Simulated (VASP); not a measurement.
# SiC (F-43m) in VASP: further runs, part 2 of 2

VASP 6.6.1.

### 3 Single point, PBE

This run uses another cell than the first one, of 10.50 Å³/atom, 1.064 times its volume.

Input file INCAR:

```
SYSTEM = SiC
PREC     = Accurate       ! precision mode
ENCUT    = 520            ! plane-wave cutoff, eV
EDIFF    = 1E-7           ! SCF threshold, eV
ISMEAR   = 0              ! smearing method
SIGMA    = 0.01           ! smearing width, eV
LREAL    = .FALSE.        ! projectors in reciprocal space
LASPH    = .TRUE.         ! aspherical terms in the spheres
NELM     = 80             ! most SCF steps
ALGO     = Normal         ! electronic algorithm
ISIF     = 2              ! what is computed and relaxed
LWAVE    = .FALSE.        ! write WAVECAR
LCHARG   = .FALSE.        ! write CHGCAR
GGA      = PE             ! functional
NBANDS   = 11             ! bands
```

Input file KPOINTS:

```
regular mesh
0
G
  8 8 8
  0 0 0
```

Input file POSCAR:

```
SiC
1.0
    0.0000000000      2.1897788150      2.1897788150
    2.1897788150      0.0000000000      2.1897788150
    2.1897788150      2.1897788150      0.0000000000
Si C
1 1
Direct
    0.0000000000      0.0000000000      0.0000000000
    0.2500000000      0.2500000000      0.2500000000
```

Potentials or basis: VASP PAW PBE potentials, release 64 (Si, C).

On the command line:

```
cat potpaw_PBE.64/Si/POTCAR potpaw_PBE.64/C/POTCAR > POTCAR
mpirun -np 1 vasp_std > vasp.out
```

OUTCAR:

```text
SYSTEM = SiC
   PREC = Accurate
   ENCUT = 520
   EDIFF = 1E-7
   ISMEAR = 0
   LREAL = .FALSE.
   LASPH = .TRUE.
   NELM = 80
   ISIF = 2
   GGA = PE

 ion  position               nearest neighbor table
   1  0.000  0.000  0.000-   2 1.90   2 1.90   2 1.90   2 1.90
   2  0.250  0.250  0.250-   1 1.90   1 1.90   1 1.90   1 1.90

  LATTYP: Found a face centered cubic cell.
 ALAT       =     4.3795576300

  Lattice vectors:

 A1 = (   0.0000000000,   2.1897788150,   2.1897788150)
 A2 = (   2.1897788150,   0.0000000000,   2.1897788150)
 A3 = (   2.1897788150,   2.1897788150,   0.0000000000)

Analysis of symmetry for initial positions (statically):
=====================================================================
 Subroutine PRICEL returns:
 Original cell was already a primitive cell.

 Routine SETGRP: Setting up the symmetry group for a
 face centered cubic supercell.

 Subroutine GETGRP returns: Found 24 space group operations
 (whereof 24 operations were pure point group operations)
 out of a pool of 48 trial point group operations.

The static configuration has the point symmetry T_d .

Analysis of symmetry for dynamics (positions and initial velocities):
=====================================================================
 Subroutine PRICEL returns:
 Original cell was already a primitive cell.

 Routine SETGRP: Setting up the symmetry group for a
 face centered cubic supercell.

 Subroutine GETGRP returns: Found 24 space group operations
 (whereof 24 operations were pure point group operations)
 out of a pool of 48 trial point group operations.

The dynamic configuration has the point symmetry T_d .

 Subroutine INISYM returns: Found 24 space group operations
 (whereof 24 operations are pure point group operations),
 and found     1 'primitive' translations

----------------------------------------------------------------------------------------

                                     Primitive cell

  volume of cell :      21.0006

  direct lattice vectors                    reciprocal lattice vectors
     0.000000000  2.189778815  2.189778815    -0.228333563  0.228333563  0.228333563
     2.189778815  0.000000000  2.189778815     0.228333563 -0.228333563  0.228333563
     2.189778815  2.189778815  0.000000000     0.228333563  0.228333563 -0.228333563

  length of vectors
     3.096814899  3.096814899  3.096814899     0.395485333  0.395485333  0.395485333

  position of ions in fractional coordinates (direct lattice)
     0.000000000  0.000000000  0.000000000
     0.250000000  0.250000000  0.250000000

  ion indices of the primitive-cell ions
   primitive index   ion index
                 1           1
                 2           2

----------------------------------------------------------------------------------------

 KPOINTS: regular mesh

Automatic generation of k-mesh.
 Grid dimensions read from file:
 generate k-points for:    8    8    8

 Generating k-lattice:

  Cartesian coordinates                     Fractional coordinates (reciprocal lattice)
    -0.028541695  0.028541695  0.028541695     0.125000000  0.000000000  0.000000000
     0.028541695 -0.028541695  0.028541695     0.000000000  0.125000000  0.000000000
     0.028541695  0.028541695 -0.028541695     0.000000000  0.000000000  0.125000000

  Length of vectors
     0.049435667  0.049435667  0.049435667

  Shift w.r.t. Gamma in fractional coordinates (k-lattice)
     0.000000000  0.000000000  0.000000000

 Subroutine IBZKPT returns following result:
 ===========================================

 Found     29 irreducible k-points:

 Following reciprocal coordinates:
            Coordinates               Weight
  0.000000  0.000000  0.000000      1.000000
  0.125000  0.000000  0.000000      8.000000
  0.250000  0.000000  0.000000      8.000000
  0.375000  0.000000  0.000000      8.000000
  0.500000  0.000000  0.000000      4.000000
  0.125000  0.125000  0.000000      6.000000
[... 16 lines left out ...]
  0.500000  0.250000  0.125000     48.000000
 -0.375000  0.250000  0.125000     24.000000
 [... further k-points ...]
   k-points           NKPTS =     29   k-points in BZ     NKDIM =     29   number of bands    NBANDS=     11
   number of dos      NEDOS =    301   number of ions     NIONS =      2
   total plane-waves  NPLWV =  13824
   dimension x,y,z NGX =    24 NGY =   24 NGZ =   24
   dimension x,y,z NGXF=    48 NGYF=   48 NGZF=   48
   ions per type =               1   1
   NGX,Y,Z   is equivalent  to a cutoff of  12.88, 12.88, 12.88 a.u.
   NGXF,Y,Z  is equivalent  to a cutoff of  25.77, 25.77, 25.77 a.u.
 SYSTEM =  SiC
   PREC   = accura    normal or accurate (medium, high low for compatibility)
   ISTART =      0    job   : 0-new  1-cont  2-samecut
   ICHARG =      2    charge: 1-file 2-atom 10-const
   ISPIN  =      1    spin polarized calculation?
   LNONCOLLINEAR =      F non collinear calculations
   LSORBIT =      F    spin-orbit coupling
   LASPH  =      T    aspherical Exc in radial PAW
   ENCUT  =  520.0 eV  38.22 Ry    6.18 a.u.   5.76  5.76  5.76*2*pi/ulx,y,z
   NELM   =     80;   NELMIN=  2; NELMDL= -5     # of ELM steps
   EDIFF  = 0.1E-06   stopping-criterion for ELM
   LREAL  =      F    real-space projection
   EDIFFG = 0.1E-05   stopping-criterion for IOM
   NSW    =      0    number of steps for IOM
   IBRION =     -1    ionic relax: 0-MD 1-quasi-New 2-CG
   NFREE  =      0    steps in history (QN), initial steepest desc. (CG)
   ISIF   =      2    stress and relaxation
   ISYM   =      2    0-nonsym 1-usesym 2-fastsym
   POTIM  = 0.5000    time-step for ionic-motion
   TEBEG  =    0.0;   TEEND  =   0.0 temperature during run
   PSTRESS=    0.0 pullay stress
   NELECT =       8.0000    total number of electrons
   NUPDOWN=      -1.0000    fix difference up-down
   EMIN   =  10.00;   EMAX   =-10.00  energy-range for DOS
   EFERMI =   0.00;   METHOD = LEGACY
   ISMEAR =     0;   SIGMA  =   0.01  broadening in eV -4-tet -1-fermi 0-gaus
   EFERMI_NEDOS =   21; number of points for ismear=-14 and -15
   IALGO  =     38    algorithm
   IMIX   =      4    mixing-type and parameters
     AMIX     =   0.40;   BMIX     =  1.00
     AMIX_MAG =   1.60;   BMIX_MAG =  1.00
  volume/ion in A,a.u.               =      10.50        70.86
  Fermi-wavevector in a.u.,A,eV,Ry     =   1.186755  2.242643 19.162290  1.408389
  Thomas-Fermi vector in A             =   2.322921
   LORBIT       =      0    0 simple, 1 ext, 2 COOP (PROOUT), +10 PAW based schemes
   GGA     = PE    functional components
   LHFCALC =     F    Hartree Fock is set to
   AEXX    =    0.0000 exact exchange contribution
   IVDW    =     0    specifies the selected vdW correction
   LEPSILON=     F    determine dielectric tensor
   LRPA    =     F    only Hartree local field effects (RPA)
 non-spin polarized calculation
 Gauss-broadening in eV      SIGMA  =   0.01
  energy-cutoff  :      520.00
  volume of cell :       21.00
 maximum number of plane-waves:       588
   NGX = 11   NGY = 11   NGZ = 11

 number of electron       8.0000001 magnetization

 Free energy of the ion-electron system (eV)
  ---------------------------------------------------
  ext. energy  EPLUGINS =         0.00000000
  ---------------------------------------------------
  free energy    TOTEN  =       -15.05978822 eV

  energy without entropy =      -15.05978822  energy(sigma->0) =      -15.05978822

 E-fermi :   8.0285     XC(G=0): -11.2914

 val. band max:        7.9426671247   @ k =   0.0000   0.0000   0.0000
 cond. band min:       9.3124539981   @ k =   0.5000   0.5000   0.0000
 fundamental gap:      1.3697868734
 Fermi energy:         8.0285282662

 k-point     1 :       0.0000    0.0000    0.0000
  band No.  band energies     occupation
      1      -7.3453      2.00000
      2       7.9427      2.00000
      3       7.9427      2.00000
      4       7.9427      2.00000
      5      14.0031      0.00000
      6      15.1471      0.00000
      7      15.1471      0.00000
      8      15.1471      0.00000
      9      22.3622      0.00000
     10      22.3622      0.00000
     11      24.1941      0.00000
[... 309 lines left out ...]
 k-point    24 :      -0.3750    0.2500    0.1250
  band No.  band energies     occupation
      1      -3.1926      2.00000
      2       0.1821      2.00000
      3       4.2586      2.00000
      4       5.7057      2.00000
      5      13.1589      0.00000
      6      15.1145      0.00000
      7      17.9674      0.00000
      8      18.8182      0.00000
      9      21.2214      0.00000
     10      24.0320      0.00000
     11      27.0917      0.00000

 [... further k-points ...]

------------------------ aborting loop because EDIFF is reached ----------------------------------------

  FORCE on cell =-STRESS in cart. coord.  units (eV):
  Direction    XX          YY          ZZ          XY          YZ          ZX
  --------------------------------------------------------------------------------------
  -------------------------------------------------------------------------------------
  Total       -0.0023179     -0.0023179     -0.0023179      0.0000000      0.0000000      0.0000000
  in kB       -0.1768385     -0.1768385     -0.1768385      0.0000000      0.0000000      0.0000000
  external PRESSURE =      -0.1768385 kB  Pullay stress =       0.0000000 kB

 VOLUME and BASIS-vectors are now :
 -----------------------------------------------------------------------------
  energy-cutoff  :      520.00
  volume of cell :       21.00
      direct lattice vectors                 reciprocal lattice vectors
     0.000000000  2.189778815  2.189778815    -0.228333563  0.228333563  0.228333563
     2.189778815  0.000000000  2.189778815     0.228333563 -0.228333563  0.228333563
     2.189778815  2.189778815  0.000000000     0.228333563  0.228333563 -0.228333563

 POSITION                                       TOTAL-FORCE (eV/Angst)
 -----------------------------------------------------------------------------------
      0.00000      0.00000      0.00000         0.000000      0.000000      0.000000
      1.09489      1.09489      1.09489        -0.000000     -0.000000     -0.000000
 -----------------------------------------------------------------------------------
    total drift:                                0.000000      0.000000      0.000000

  FREE ENERGIE OF THE ION-ELECTRON SYSTEM (eV)
  ---------------------------------------------------
  free  energy   TOTEN  =       -15.0597882247 eV

  energy  without entropy=      -15.0597882247  energy(sigma->0) =      -15.05978822
```

Wall time 7.5 s (1 thread of Intel Xeon 8259CL, shared host); peak memory 0.13 GiB.

Results:

```yaml
Free_energy: -15.0598 eV
Pressure: 0.0 GPa
Band_gap_on_the_k_mesh: 1.37 eV, indirect (least direct gap 4.53 eV)
```

A k mesh can miss the band edges. Expect the measured gap to be larger: semilocal functionals such as PBE lack the derivative discontinuity.

### 4 Single point, PBE (volume changed by -3%)

Input file INCAR:

```
SYSTEM = SiC
PREC = Accurate
ENCUT = 520
EDIFF = 1E-6
ISMEAR = 0
SIGMA = 0.01
LREAL = .FALSE.
LASPH = .TRUE.
NELM = 100
ALGO = Normal
ISIF = 2
LWAVE = .FALSE.
LCHARG = .FALSE.
GGA = PE
NBANDS = 11
```

Input file KPOINTS:

```
Automatic mesh
0
G
  8 8 8
  0 0 0
```

Input file POSCAR:

```
SiC
1.0
    0.0000000000      2.1676583247      2.1676583247
    2.1676583247      0.0000000000      2.1676583247
    2.1676583247      2.1676583247      0.0000000000
Si C
1 1
Direct
    0.0000000000      0.0000000000      0.0000000000
    0.2500000000      0.2500000000      0.2500000000
```

On the command line:

```
cat potpaw_PBE.64/Si/POTCAR potpaw_PBE.64/C/POTCAR > POTCAR
mpirun -np 1 vasp_std > vasp.out
```

Run time: 7.8 s. Hardware: 1 thread of Intel Xeon 8259CL, shared host; peak memory 0.13 GiB.

The run converged. Its results:

```
Free energy            : -15.0465 eV
Pressure               : 6.8 GPa
Band gap on the k mesh : 1.34 eV, indirect (least direct gap 4.56 eV)
```

Levels at points of the mesh, in eV from the valence-band top:
```
           k point  band 1  band 2  band 3  band 4  band 5  band 6  band 7  band 8
(0.00, 0.00, 0.00)  -15.53    0.00    0.00    0.00    6.42    7.42    7.42    7.42
(0.50, 0.00, 0.00)  -11.90   -8.62   -1.06   -1.06    5.58    7.29    7.29   10.14
(0.50, 0.50, 0.00)  -10.43   -7.84   -3.22   -3.22    1.34    4.38   14.22   14.22
```

Caveat: the cell differs from its parent crystal (volume changed by -3%). A k mesh can miss the band edges.

### 5 Single point, PBE (volume changed by +3%)

Input file INCAR:

```
SYSTEM = SiC
PREC = Accurate
ENCUT = 520
EDIFF = 1E-7
ISMEAR = 0
SIGMA = 0.01
LREAL = .False.
LASPH = .True.
NELM = 60
ALGO = Normal
ISIF = 2
LWAVE = .False.
LCHARG = .True.
GGA = PE
LELF = .True.
LVHAR = .True.
NBANDS = 11
```

Input file KPOINTS:

```
regular mesh
0
Gamma
  8 8 8
  0 0 0
```

Input file POSCAR:

```
SiC
1.0
    0.0000000000      2.2114612034      2.2114612034
    2.2114612034      0.0000000000      2.2114612034
    2.2114612034      2.2114612034      0.0000000000
Si C
1 1
Direct
    0.0000000000      0.0000000000      0.0000000000
    0.2500000000      0.2500000000      0.2500000000
```

Potentials or basis: VASP PAW PBE potentials, release 64 (Si, C).

On the command line:

```
cat potpaw_PBE.64/Si/POTCAR potpaw_PBE.64/C/POTCAR > POTCAR
mpirun -np 1 vasp_std > vasp.out
```

OUTCAR:

```text
SYSTEM = SiC
   PREC = Accurate
   ENCUT = 520
   EDIFF = 1E-7
   ISMEAR = 0
   LREAL = .False.
   LASPH = .True.
   NELM = 60
   ISIF = 2
   GGA = PE

 ion  position               nearest neighbor table
   1  0.000  0.000  0.000-   2 1.92   2 1.92   2 1.92   2 1.92
   2  0.250  0.250  0.250-   1 1.92   1 1.92   1 1.92   1 1.92

  LATTYP: Found a face centered cubic cell.
 ALAT       =     4.4229224068

  Lattice vectors:

 A1 = (   0.0000000000,   2.2114612034,   2.2114612034)
 A2 = (   2.2114612034,   0.0000000000,   2.2114612034)
 A3 = (   2.2114612034,   2.2114612034,   0.0000000000)

Analysis of symmetry for initial positions (statically):
=====================================================================
 Subroutine PRICEL returns:
 Original cell was already a primitive cell.

 Routine SETGRP: Setting up the symmetry group for a
 face centered cubic supercell.

 Subroutine GETGRP returns: Found 24 space group operations
 (whereof 24 operations were pure point group operations)
 out of a pool of 48 trial point group operations.

The static configuration has the point symmetry T_d .

Analysis of symmetry for dynamics (positions and initial velocities):
[... 166 lines left out ...]
 k-point     1 :       0.0000    0.0000    0.0000
  band No.  band energies     occupation
      1      -7.4420      2.00000
      2       7.6177      2.00000
      3       7.6177      2.00000
      4       7.6177      2.00000
      5      13.3336      0.00000
      6      14.6229      0.00000
      7      14.6229      0.00000
      8      14.6229      0.00000
      9      21.8677      0.00000
     10      21.8677      0.00000
     11      23.4204      0.00000
[... 309 lines left out ...]
 k-point    24 :      -0.3750    0.2500    0.1250
  band No.  band energies     occupation
      1      -3.4115      2.00000
      2      -0.0142      2.00000
      3       3.9815      2.00000
      4       5.4224      2.00000
      5      12.7697      0.00000
      6      14.5846      0.00000
      7      17.3936      0.00000
      8      18.2517      0.00000
      9      20.6161      0.00000
     10      23.4446      0.00000
     11      26.4157      0.00000

 [... further k-points ...]
[... 5 lines left out ...]
  --------------------------------------------------------------------------------------
  -------------------------------------------------------------------------------------
  Total       -0.8018531     -0.8018531     -0.8018531     -0.0000000      0.0000000     -0.0000000
  in kB      -59.3932958    -59.3932958    -59.3932958     -0.0000000      0.0000000     -0.0000000
  external PRESSURE =     -59.3932958 kB  Pullay stress =       0.0000000 kB

 VOLUME and BASIS-vectors are now :
 -----------------------------------------------------------------------------
  energy-cutoff  :      520.00
  volume of cell :       21.63
      direct lattice vectors                 reciprocal lattice vectors
     0.000000000  2.211461203  2.211461203    -0.226094855  0.226094855  0.226094855
     2.211461203  0.000000000  2.211461203     0.226094855 -0.226094855  0.226094855
     2.211461203  2.211461203  0.000000000     0.226094855  0.226094855 -0.226094855

 POSITION                                       TOTAL-FORCE (eV/Angst)
 -----------------------------------------------------------------------------------
      0.00000      0.00000      0.00000         0.000000      0.000000      0.000000
      1.10573      1.10573      1.10573        -0.000000     -0.000000     -0.000000
 -----------------------------------------------------------------------------------
    total drift:                                0.000000      0.000000      0.000000

  FREE ENERGIE OF THE ION-ELECTRON SYSTEM (eV)
  ---------------------------------------------------
  free  energy   TOTEN  =       -15.0479694131 eV

  energy  without entropy=      -15.0479694131  energy(sigma->0) =      -15.04796941
```

Run time: 8.9 s. Hardware: 1 thread of Intel Xeon 8259CL, shared host; peak memory 0.13 GiB.

What came out:

```yaml
Free_energy: -15.0480 eV
Pressure: -5.9 GPa
Band_gap_on_the_k_mesh: 1.40 eV, indirect (least direct gap 4.50 eV)
```

Levels at points of the mesh, in eV from the valence-band top:
| k point | band 1 | band 2 | band 3 | band 4 | band 5 | band 6 | band 7 | band 8 | band 9 |
| --- | --- | --- | --- | --- | --- | --- | --- | --- | --- |
| (0.00, 0.00, 0.00) | -15.06 | 0.00 | 0.00 | 0.00 | 5.72 | 7.01 | 7.01 | 7.01 | 14.25 |
| (0.50, 0.00, 0.00) | -11.66 | -8.30 | -1.04 | -1.04 | 5.04 | 7.05 | 7.05 | 9.81 | 15.68 |
| (0.50, 0.50, 0.00) | -10.25 | -7.66 | -3.10 | -3.10 | 1.40 | 4.17 | 13.52 | 13.52 | 14.21 |

Caveat: the cell differs from its parent crystal (volume changed by +3%).

### 6 Single point, PBE (volume changed by +6%)

Input file INCAR:

```
SYSTEM = SiC
ALGO = Normal
EDIFF = 1E-6
ENCUT = 520
GGA = PE
ISIF = 2
ISMEAR = 0
LASPH = .TRUE.
LCHARG = .TRUE.
LELF = .TRUE.
LREAL = .FALSE.
LVHAR = .TRUE.
LWAVE = .FALSE.
NBANDS = 11
NELM = 100
PREC = Accurate
SIGMA = 0.01
```

Input file KPOINTS:

```
k-points
0
G
  8 8 8
  0 0 0
```

Input file POSCAR:

```
SiC
1.0
    0.0000000000      2.2327265580      2.2327265580
    2.2327265580      0.0000000000      2.2327265580
    2.2327265580      2.2327265580      0.0000000000
Si C
1 1
Direct
    0.0000000000      0.0000000000      0.0000000000
    0.2500000000      0.2500000000      0.2500000000
```

Potentials or basis: VASP PAW PBE potentials, release 64 (Si, C).

On the command line:

```
cat potpaw_PBE.64/Si/POTCAR potpaw_PBE.64/C/POTCAR > POTCAR
mpirun -np 1 vasp_std > vasp.out
```

It took 8.9 s on 1 thread of Intel Xeon 8259CL, shared host; peak memory 0.13 GiB.

Results (log left out):

```yaml
Free_energy: -15.0145 eV
Pressure: -11.0 GPa
Band_gap_on_the_k_mesh: 1.42 eV, indirect (least direct gap 4.46 eV)
```

Levels at points of the mesh, in eV from the valence-band top:
| k point | band 1 | band 2 | band 3 | band 4 | band 5 | band 6 | band 7 | band 8 |
| --- | --- | --- | --- | --- | --- | --- | --- | --- |
| (0.00, 0.00, 0.00) | -14.84 | 0.00 | 0.00 | 0.00 | 5.38 | 6.82 | 6.82 | 6.82 |
| (0.50, 0.00, 0.00) | -11.54 | -8.15 | -1.03 | -1.03 | 4.78 | 6.93 | 6.93 | 9.65 |
| (0.50, 0.50, 0.00) | -10.16 | -7.57 | -3.04 | -3.04 | 1.42 | 4.07 | 13.19 | 13.19 |

Caveat: the cell differs from its parent crystal (volume changed by +6%).

### 7 Overview

```tsv
cell	gap on the mesh (eV)	pressure (GPa)
a = 3.034 Å, angles 60.0°, 2 atoms	1.31	14.8
a = 3.097 Å, angles 60.0°, 2 atoms	1.37	0.0
a = 3.066 Å, angles 60.0°, 2 atoms	1.34	6.8
a = 3.127 Å, angles 60.0°, 2 atoms	1.40	-5.9
a = 3.158 Å, angles 60.0°, 2 atoms	1.42	-11.0
```

Alike in all rows: task single point; level PBE; potentials or basis VASP PAW PBE potentials, release 64 (Si, C); no spin polarisation; k mesh 8 × 8 × 8; cutoff (eV) 520; smearing gaussian 0.01 eV.

Total energies depend on the potentials used, so only differences within one code and one set of settings carry meaning.
